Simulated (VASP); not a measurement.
## BP: single point with PBEsol+D3(BJ)

BP:

```
B P
1.0
     0.00000    2.22923    2.22923
     2.22923    0.00000    2.22923
     2.22923    2.22923    0.00000
B P
1 1
Direct
  0.00000 0.00000 0.00000
  0.75000 0.75000 0.75000
```

This cell differs from its parent crystal: volume scaled by 0.98.

```json
{
 "Program": "VASP 6.6.1",
 "Task": "single point",
 "Functional": "PBEsol",
 "Dispersion": "D3(BJ)",
 "Potentials or basis": "VASP PAW PBE potentials, release 64 (B, P)",
 "Cutoff": "520 eV",
 "k mesh": "8 × 8 × 8",
 "Occupations": "gaussian, width 0.05 eV",
 "Spin": "no spin polarisation"
}
```

| Quantity | Value |
| --- | --- |
| Pressure | 3.8 GPa |
| Band gap on the k mesh | 1.10 eV, indirect (least direct gap 3.44 eV) |
| Dispersion energy per atom | -0.264 eV |

Levels at points of the mesh, in eV from the valence-band top:
```
           k point  band 1  band 2  band 3  band 4  band 5  band 6  band 7  band 8  band 9
(0.00, 0.00, 0.00)  -15.98    0.00    0.00    0.00    3.44    3.44    3.44    8.16   11.62
(0.50, 0.00, 0.00)  -12.42   -9.48   -1.83   -1.83    4.06    4.68    4.68   10.11   14.95
(0.50, 0.50, 0.00)  -10.82   -8.88   -4.34   -4.34    1.12    1.47   12.60   12.60   15.79
```

Run time: 10 s on 1 thread of AMD EPYC 7R43 64-Core Processor (Zen 3), with other jobs on the host, peak memory 0.11 GiB.

Caveat: the PAW data sets were made with another functional, which shifts forces and pressure a little. A k mesh can miss the band edges.
